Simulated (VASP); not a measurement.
A run of VASP 6.6.1:

File INCAR:

```
SYSTEM = BN
PREC = Accurate ; ENCUT = 520
EDIFF = 1E-6 ; ISMEAR = 0
SIGMA = 0.05 ; LREAL = .False.
LASPH = .True. ; NELM = 80
ALGO = Normal ; ISIF = 2
LWAVE = .False. ; LCHARG = .True.
GGA = PS ; LELF = .True.
LVHAR = .True. ; NBANDS = 16
```

Contents of KPOINTS:

```
Automatic mesh
0
Gamma
  12 12 6
  0 0 0
```

Contents of POSCAR:

```
BN
1.0
    2.6497123368      0.0000000000      0.0000000000
   -1.3248561684      2.2947181963      0.0000000000
    0.0000000000      0.0000000000      4.2268550000
B N
2 2
Direct
    0.6666666667      0.3333333333      0.9997240000
    0.3333333333      0.6666666667      0.4997240000
    0.6666666667      0.3333333333      0.6252760000
    0.3333333333      0.6666666667      0.1252760000
```

Potentials or basis: VASP PAW PBE potentials, release 64 (B, N).

Command:

```sh
$ cat potpaw_PBE.64/B/POTCAR potpaw_PBE.64/N/POTCAR > POTCAR
$ mpirun -np 1 vasp_std > vasp.out
```

Hardware: 1 thread of Intel Xeon 6975P-C (shared host).

**Question.** How long does it take, and how much memory?

**Answer.** Run time: 48 s on 1 thread of Intel Xeon 6975P-C, on a shared host, peak memory 0.15 GiB. Counts: scf iterations 12, k points 76.
